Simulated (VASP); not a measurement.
# C (Fd-3m) in VASP: single point with PBEsol

Aim: the single point of C with PBEsol.

All numbers are computed with VASP 6.6.1; they aren't measurements. Logs are shortened: lines on timing, memory, paths and dates and some standing lists are left out, and cuts for length are marked.

## Step 1: The cell of the first run

Symmetry: Fd-3m, No. 227, cubic system. The conventional cell has a = 3.554 Å, b = 3.554 Å, c = 3.554 Å, α = 90.00°, β = 90.00°, γ = 90.00°. C (site symmetry -43m) has 4 C at 1.54 Å within 2.1 Å.

## Step 2: Single point, PBEsol

INCAR reads:

```
SYSTEM = C
ALGO = Normal
EDIFF = 1E-6
ENCUT = 1300
GGA = PS
GGA_COMPAT = .False.
ISIF = 2
ISMEAR = -1
LASPH = .True.
LCHARG = .False.
LREAL = .False.
LWAVE = .False.
NBANDS = 11
NELM = 120
PREC = Accurate
SIGMA = 0.02
```

KPOINTS reads:

```
k-points
0
Gamma
  12 12 12
  0 0 0
```

POSCAR reads:

```
C
1.0
    0.0000000000      1.7769045550      1.7769045550
    1.7769045550      0.0000000000      1.7769045550
    1.7769045550      1.7769045550      0.0000000000
C
2
Direct
    0.0000000000      0.0000000000      0.0000000000
    0.2500000000      0.2500000000      0.2500000000
```

Potentials or basis: VASP PAW PBE potentials, release 64 (C_h).

Command:

```bash
$ cat potpaw_PBE.64/C_h/POTCAR > POTCAR
$ mpirun -np 1 vasp_std > vasp.out
```

OUTCAR:

```text
SYSTEM = C
   EDIFF = 1E-6
   ENCUT = 1300
   GGA = PS
   ISIF = 2
   ISMEAR = -1
   LASPH = .True.
   LREAL = .False.
   NELM = 120
   PREC = Accurate

 ion  position               nearest neighbor table
   1  0.000  0.000  0.000-
   2  0.250  0.250  0.250-

  LATTYP: Found a face centered cubic cell.
 ALAT       =     3.5538091100

  Lattice vectors:

 A1 = (   0.0000000000,   1.7769045550,   1.7769045550)
 A2 = (   1.7769045550,   0.0000000000,   1.7769045550)
 A3 = (   1.7769045550,   1.7769045550,   0.0000000000)

Analysis of symmetry for initial positions (statically):
=====================================================================
 Subroutine PRICEL returns:
 Original cell was already a primitive cell.

 Routine SETGRP: Setting up the symmetry group for a
 face centered cubic supercell.

 Subroutine GETGRP returns: Found 48 space group operations
 (whereof 24 operations were pure point group operations)
 out of a pool of 48 trial point group operations.

The static configuration has the point symmetry T_d .
 The point group associated with its full space group is O_h .

Analysis of symmetry for dynamics (positions and initial velocities):
=====================================================================
 Subroutine PRICEL returns:
 Original cell was already a primitive cell.

 Routine SETGRP: Setting up the symmetry group for a
 face centered cubic supercell.

 Subroutine GETGRP returns: Found 48 space group operations
 (whereof 24 operations were pure point group operations)
 out of a pool of 48 trial point group operations.

The dynamic configuration has the point symmetry T_d .
 The point group associated with its full space group is O_h .

 Subroutine INISYM returns: Found 48 space group operations
 (whereof 24 operations are pure point group operations),
 and found     1 'primitive' translations

----------------------------------------------------------------------------------------

                                     Primitive cell

  volume of cell :      11.2208

  direct lattice vectors                    reciprocal lattice vectors
     0.000000000  1.776904555  1.776904555    -0.281388214  0.281388214  0.281388214
     1.776904555  0.000000000  1.776904555     0.281388214 -0.281388214  0.281388214
     1.776904555  1.776904555  0.000000000     0.281388214  0.281388214 -0.281388214

  length of vectors
     2.512922521  2.512922521  2.512922521     0.487378684  0.487378684  0.487378684

  position of ions in fractional coordinates (direct lattice)
     0.000000000  0.000000000  0.000000000
     0.250000000  0.250000000  0.250000000

  ion indices of the primitive-cell ions
   primitive index   ion index
                 1           1
                 2           2

----------------------------------------------------------------------------------------

 KPOINTS: k-points

Automatic generation of k-mesh.
 Grid dimensions read from file:
 generate k-points for:   12   12   12

 Generating k-lattice:

  Cartesian coordinates                     Fractional coordinates (reciprocal lattice)
    -0.023449018  0.023449018  0.023449018     0.083333333  0.000000000  0.000000000
     0.023449018 -0.023449018  0.023449018     0.000000000  0.083333333  0.000000000
     0.023449018  0.023449018 -0.023449018     0.000000000  0.000000000  0.083333333

  Length of vectors
     0.040614890  0.040614890  0.040614890

  Shift w.r.t. Gamma in fractional coordinates (k-lattice)
     0.000000000  0.000000000  0.000000000

 Subroutine IBZKPT returns following result:
 ===========================================

 Found     72 irreducible k-points:

 Following reciprocal coordinates:
            Coordinates               Weight
  0.000000  0.000000  0.000000      1.000000
  0.083333  0.000000  0.000000      8.000000
  0.166667  0.000000  0.000000      8.000000
  0.250000  0.000000  0.000000      8.000000
  0.333333  0.000000  0.000000      8.000000
  0.416667  0.000000  0.000000      8.000000
[... 16 lines left out ...]
  0.500000  0.166667  0.000000     24.000000
 -0.416667  0.166667  0.000000     24.000000
 [... further k-points ...]
   k-points           NKPTS =     72   k-points in BZ     NKDIM =     72   number of bands    NBANDS=     11
   number of dos      NEDOS =    301   number of ions     NIONS =      2
   total plane-waves  NPLWV =  27000
   dimension x,y,z NGX =    30 NGY =   30 NGZ =   30
   dimension x,y,z NGXF=    60 NGYF=   60 NGZF=   60
   ions per type =               2
   NGX,Y,Z   is equivalent  to a cutoff of  19.85, 19.85, 19.85 a.u.
   NGXF,Y,Z  is equivalent  to a cutoff of  39.69, 39.69, 39.69 a.u.
 SYSTEM =  C
   PREC   = accura    normal or accurate (medium, high low for compatibility)
   ISTART =      0    job   : 0-new  1-cont  2-samecut
   ICHARG =      2    charge: 1-file 2-atom 10-const
   ISPIN  =      1    spin polarized calculation?
   LNONCOLLINEAR =      F non collinear calculations
   LSORBIT =      F    spin-orbit coupling
   LASPH  =      T    aspherical Exc in radial PAW
   ENCUT  = 1300.0 eV  95.55 Ry    9.77 a.u.   7.39  7.39  7.39*2*pi/ulx,y,z
   NELM   =    120;   NELMIN=  2; NELMDL= -5     # of ELM steps
   EDIFF  = 0.1E-05   stopping-criterion for ELM
   LREAL  =      F    real-space projection
   EDIFFG = 0.1E-04   stopping-criterion for IOM
   NSW    =      0    number of steps for IOM
   IBRION =     -1    ionic relax: 0-MD 1-quasi-New 2-CG
   NFREE  =      0    steps in history (QN), initial steepest desc. (CG)
   ISIF   =      2    stress and relaxation
   ISYM   =      2    0-nonsym 1-usesym 2-fastsym
   POTIM  = 0.5000    time-step for ionic-motion
   TEBEG  =    0.0;   TEEND  =   0.0 temperature during run
   PSTRESS=    0.0 pullay stress
   NELECT =       8.0000    total number of electrons
   NUPDOWN=      -1.0000    fix difference up-down
   EMIN   =  10.00;   EMAX   =-10.00  energy-range for DOS
   EFERMI =   0.00;   METHOD = LEGACY
   ISMEAR =    -1;   SIGMA  =   0.02  broadening in eV -4-tet -1-fermi 0-gaus
   EFERMI_NEDOS =   21; number of points for ismear=-14 and -15
   IALGO  =     38    algorithm
   IMIX   =      4    mixing-type and parameters
     AMIX     =   0.40;   BMIX     =  1.00
     AMIX_MAG =   1.60;   BMIX_MAG =  1.00
  volume/ion in A,a.u.               =       5.61        37.86
  Fermi-wavevector in a.u.,A,eV,Ry     =   1.462505  2.763734 29.101790  2.138921
  Thomas-Fermi vector in A             =   2.578711
   LORBIT       =      0    0 simple, 1 ext, 2 COOP (PROOUT), +10 PAW based schemes
   GGA     = PS    functional components
   LHFCALC =     F    Hartree Fock is set to
   AEXX    =    0.0000 exact exchange contribution
   IVDW    =     0    specifies the selected vdW correction
   LEPSILON=     F    determine dielectric tensor
   LRPA    =     F    only Hartree local field effects (RPA)
 non-spin polarized calculation
  energy-cutoff  :     1300.00
  volume of cell :       11.22
 maximum number of plane-waves:      1243
 NGX is ok and might be reduce to    30
   NGX = 15   NGY = 15   NGZ = 15

 number of electron       8.0000000 magnetization

 Free energy of the ion-electron system (eV)
  ---------------------------------------------------
  ext. energy  EPLUGINS =         0.00000000
  ---------------------------------------------------
  free energy    TOTEN  =       -19.27732286 eV

  energy without entropy =      -19.27732286  energy(sigma->0) =      -19.27732286

 E-fermi :  11.4412     XC(G=0): -13.6284

 val. band max:       11.0894282779   @ k =   0.0000   0.0000   0.0000
 cond. band min:      15.1547374096   @ k =   0.3333   0.3333   0.0000
 fundamental gap:      4.0653091317
 Fermi energy:        11.4412398368

 k-point     1 :       0.0000    0.0000    0.0000
  band No.  band energies     occupation
      1     -10.5763      2.00000
      2      11.0894      2.00000
      3      11.0894      2.00000
      4      11.0894      2.00000
      5      16.6642      0.00000
      6      16.6642      0.00000
      7      16.6642      0.00000
      8      24.7126      0.00000
      9      30.1933      0.00000
     10      37.6456      0.00000
     11      37.6456      0.00000

 k-point     2 :       0.0833    0.0000    0.0000
  band No.  band energies     occupation
      1     -10.3821      2.00000
      2       9.8451      2.00000
      3      10.7604      2.00000
      4      10.7604      2.00000
      5      17.0949      0.00000
      6      17.0949      0.00000
      7      17.3957      0.00000
      8      24.8586      0.00000
      9      30.5203      0.00000
     10      35.4158      0.00000
     11      35.4158      0.00000

 k-point     3 :       0.1667    0.0000    0.0000
  band No.  band energies     occupation
      1      -9.8017      2.00000
      2       7.2843      2.00000
      3      10.0483      2.00000
      4      10.0483      2.00000
      5      18.0258      0.00000
      6      18.0258      0.00000
      7      18.5170      0.00000
      8      25.2736      0.00000
      9      31.2049      0.00000
     10      33.7983      0.00000
     11      33.7983      0.00000

 k-point     4 :       0.2500    0.0000    0.0000
  band No.  band energies     occupation
      1      -8.8429      2.00000
      2       4.4175      2.00000
      3       9.3166      2.00000
      4       9.3166      2.00000
      5      18.8845      0.00000
      6      18.8845      0.00000
      7      19.3078      0.00000
      8      25.8441      0.00000
      9      31.6535      0.00000
     10      33.3839      0.00000
     11      33.3839      0.00000
[... 239 lines left out ...]
 k-point    22 :       0.4167    0.1667    0.0000
  band No.  band energies     occupation
      1      -6.3545      2.00000
      2       1.2051      2.00000
      3       6.7738      2.00000
      4       6.9695      2.00000
      5      17.7082      0.00000
      6      22.1149      0.00000
      7      22.3126      0.00000
      8      23.7291      0.00000
      9      32.0703      0.00000
     10      33.6098      0.00000
     11      38.4724      0.00000

 k-point    23 :       0.5000    0.1667    0.0000
  band No.  band energies     occupation
      1      -4.7354      2.00000
      2      -1.0804      2.00000
      3       6.0433      2.00000
      4       7.0606      2.00000
      5      18.1181      0.00000
      6      21.8308      0.00000
      7      22.4389      0.00000
      8      25.3607      0.00000
      9      31.1386      0.00000
     10      34.9643      0.00000
     11      37.6534      0.00000

 k-point    24 :      -0.4167    0.1667    0.0000
  band No.  band energies     occupation
      1      -4.2844      2.00000
      2      -1.6190      2.00000
      3       5.5463      2.00000
      4       7.4468      2.00000
      5      18.5611      0.00000
      6      21.3349      0.00000
      7      22.4110      0.00000
      8      26.5578      0.00000
      9      30.4336      0.00000
     10      35.2150      0.00000
     11      35.6895      0.00000

 [... further k-points ...]

------------------------ aborting loop because EDIFF is reached ----------------------------------------

  FORCE on cell =-STRESS in cart. coord.  units (eV):
  Direction    XX          YY          ZZ          XY          YZ          ZX
  --------------------------------------------------------------------------------------
  -------------------------------------------------------------------------------------
  Total        0.0089851      0.0089851      0.0089851     -0.0000000     -0.0000000      0.0000000
  in kB        1.2829531      1.2829531      1.2829531     -0.0000000     -0.0000000      0.0000000
  external PRESSURE =       1.2829531 kB  Pullay stress =       0.0000000 kB

 VOLUME and BASIS-vectors are now :
 -----------------------------------------------------------------------------
  energy-cutoff  :     1300.00
  volume of cell :       11.22
      direct lattice vectors                 reciprocal lattice vectors
     0.000000000  1.776904555  1.776904555    -0.281388214  0.281388214  0.281388214
     1.776904555  0.000000000  1.776904555     0.281388214 -0.281388214  0.281388214
     1.776904555  1.776904555  0.000000000     0.281388214  0.281388214 -0.281388214

 POSITION                                       TOTAL-FORCE (eV/Angst)
 -----------------------------------------------------------------------------------
      0.00000      0.00000      0.00000         0.000000      0.000000      0.000000
      0.88845      0.88845      0.88845        -0.000000     -0.000000     -0.000000
 -----------------------------------------------------------------------------------
    total drift:                                0.000000     -0.000000      0.000000

  FREE ENERGIE OF THE ION-ELECTRON SYSTEM (eV)
  ---------------------------------------------------
  free  energy   TOTEN  =       -19.2773228649 eV

  energy  without entropy=      -19.2773228648  energy(sigma->0) =      -19.27732286
```

It took 23 s on 1 thread of Intel Xeon Platinum 8259CL at 2.50GHz (Skylake/Cascade Lake), shared host; peak memory 0.17 GiB.

What came out:

```yaml
Free_energy: -19.2773 eV
Pressure: 0.1 GPa
Band_gap_on_the_k_mesh: 4.07 eV (least direct gap 5.57 eV)
```

Levels at points of the mesh, in eV from the valence-band top:
```csv
k point,band 2,band 3,band 4,band 5,band 6,band 7
"(0.00, 0.00, 0.00)",0.00,0.00,0.00,5.57,5.57,5.57
"(0.50, 0.00, 0.00)",-13.58,-2.84,-2.84,8.43,8.43,8.99
"(0.50, 0.50, 0.00)",-12.85,-6.40,-6.40,4.63,4.63,16.95
```

Caveat: the PAW data sets were made with another functional, which shifts forces and pressure a little. A k mesh can miss the band edges.
